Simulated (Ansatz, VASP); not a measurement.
**Two plane-wave programs on CoO**

File INCAR:

```
PREC = Accurate
ENCUT = 520
EDIFF = 1E-6
ISMEAR = 0
SIGMA = 0.1
LREAL = F
LASPH = T
NELM = 150
ALGO = Normal
ISIF = 2
LWAVE = F
LCHARG = F
ISPIN = 2
MAGMOM = 3 -3 0 0
LORBIT = 11
LMAXMIX = 4
GGA = PS
NBANDS = 27
```

The input KPOINTS:

```
regular mesh
0
Gamma
  18 18 10
```

The input POSCAR:

```
CoO
1.0
    2.8512145297      0.0000000000      0.0000000000
   -1.4256072648      2.4692242143      0.0000000000
    0.0000000000      0.0000000000      5.1351937369
Co O
2 2
Direct
    0.0000000000      0.0000000000      0.0000000000
    0.0000000000      0.0000000000      0.5000000000
    0.3333333333      0.6666666667      0.2500000000
    0.6666666667      0.3333333333      0.7500000000
```

Input for Ansatz:

```yaml
crystal:
  lattice:
    - [2.8512145297, 0.0, 0.0]
    - [-1.4256072648, 2.4692242143, 0.0]
    - [0.0, 0.0, 5.1351937369]
  atoms:
    - { symbol: Co, position: [0.0, 0.0, 0.0], spin: 3.0 }
    - { symbol: Co, position: [0.0, 0.0, 0.5], spin: -3.0 }
    - { symbol: O, position: [0.3333333333, 0.6666666667, 0.25] }
    - { symbol: O, position: [0.6666666667, 0.3333333333, 0.75] }
basis:
  ecutwfc: 420
kpoints:
  mp_grid: { grid: [18, 18, 10] }
hamiltonian:
  xc: pbesol
scf:
  occupations: { method: gaussian, width: 0.1 }
  lower_state_search: "off"
output:
  forces: true
  stress: true
  eigenvalues: true
  populations: true
magnetization:
  spin_polarized: true
```

Alike in both runs: task single point; functional PBEsol; k mesh 18 × 18 × 10; occupations gaussian, width 0.1 eV; collinear spin.

|  | VASP | Ansatz |
| --- | --- | --- |
| version | VASP 6.6.1 | Ansatz 0.2.0 |
| potentials or method | VASP PAW PBE potentials, release 64 (Co, O), cutoff 520 eV | scalar-relativistic, plane waves, PAW |
| valence electrons in the cell | 30 | 46 |

|  | VASP | Ansatz | Ansatz less VASP |
| --- | --- | --- | --- |
| gap on the k mesh at the Fermi level (eV) | none | none | - |
| pressure (GPa) | -4.0 | -3.5 | +0.54 |
| traceless stress, the component that is largest in VASP (GPa) | 5.75 | 6.03 | +0.273 |
| net moment per atom (μB) | 0.00 | 0.00 | 0.000 |
| size of the moment on the site where the two differ most (μB) | 2.28 | 2.24 | -0.038 |

VASP's potentials were made for PBE, not for PBEsol. Site moments also hang on the region over which each program counts them. A gap of «none» marks a metal or a gap that the smearing closes. VASP's potentials hold 30 valence electrons a cell and Ansatz's 46, so a difference there can come from the potentials and not from the codes.
